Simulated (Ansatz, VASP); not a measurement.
## Two plane-wave programs on BN

File POSCAR:

```
BN
1.0
    2.5439665232      0.0000000000      0.0476993723
   -1.2719832616      2.2031396355     -0.0238496862
    0.0788952175      0.0000000000      4.2077449317
B N
2 2
Direct
    0.6666666667      0.3333333333      0.9997995909
    0.3333333333      0.6666666667      0.4997995909
    0.6666666667      0.3333333333      0.6252004091
    0.3333333333      0.6666666667      0.1252004091
```

Contents of INCAR.step1:

```
PREC = Accurate ; ENCUT = 520
ISMEAR = 0 ; SIGMA = 0.05
LREAL = F ; LASPH = T
NELM = 60 ; NBANDS = 16
GGA = PE ; ALGO = Normal
EDIFF = 1E-4 ; LWAVE = T
LCHARG = F
```

The input INCAR.step2:

```
PREC = Accurate ; ENCUT = 520
EDIFF = 1E-6 ; ISMEAR = 0
SIGMA = 0.05 ; LREAL = F
LASPH = T ; NELM = 60
ALGO = Normal ; ISIF = 2
LWAVE = F ; LCHARG = F
METAGGA = R2SCAN ; LMIXTAU = T
NBANDS = 16 ; ISTART = 1
```

File KPOINTS:

```
Automatic mesh
0
Gamma
  12 12 6
```

Input for Ansatz:

```yaml
crystal:
  lattice:
    - [2.5439665232, 0.0, 0.0476993723]
    - [-1.2719832616, 2.2031396355, -0.0238496862]
    - [0.0788952175, 0.0, 4.2077449317]
  atoms:
    - { symbol: B, position: [0.6666666667, 0.3333333333, 0.9997995909] }
    - { symbol: B, position: [0.3333333333, 0.6666666667, 0.4997995909] }
    - { symbol: "N", position: [0.6666666667, 0.3333333333, 0.6252004091] }
    - { symbol: "N", position: [0.3333333333, 0.6666666667, 0.1252004091] }
basis:
  ecutwfc: 500
kpoints:
  mp_grid: { grid: [12, 12, 6] }
hamiltonian:
  xc: r2scan
scf:
  occupations: { method: gaussian, width: 0.05 }
output:
  forces: true
  stress: true
  eigenvalues: true
```

Change from the starting cell: strain +0.0375 x Voigt [0, 0, 0, 0, 1, 0], atoms carried along.

Alike in both runs: task single point; functional r2SCAN; k mesh 12 × 12 × 6; occupations gaussian, width 0.05 eV; no spin polarisation.

|  | VASP | Ansatz |
| --- | --- | --- |
| version | VASP 6.6.1 | Ansatz 0.2.0 |
| potentials or method | VASP PAW PBE potentials, release 64 (B, N), cutoff 520 eV | scalar-relativistic, plane waves, PAW |
| valence electrons in the cell | 16 | 16 |

VASP gave:

| Property | Result |
| --- | --- |
| gap on the k mesh at the Fermi level (eV) | 5.66 |
| least direct gap on the mesh (eV) | 8.90 |
| pressure (GPa) | 1.4 |
| traceless stress, the component that is largest in VASP (GPa) | -13.22 |
| rms of the force components (eV/Å) | 0.050 |

Question: Estimate Ansatz's values.

Answer: gap on the k mesh at the Fermi level (eV): 5.70; least direct gap on the mesh (eV): 8.93; pressure (GPa): 0.3; traceless stress, the component that is largest in VASP (GPa): -13.21; rms of the force components (eV/Å): 0.047.

VASP's potentials were made for PBE, not for r2SCAN. Atom by atom the forces differ by 0.003 eV/Å (rms over components). With one functional, cell and mesh, what is left measures potentials, basis and numerics.
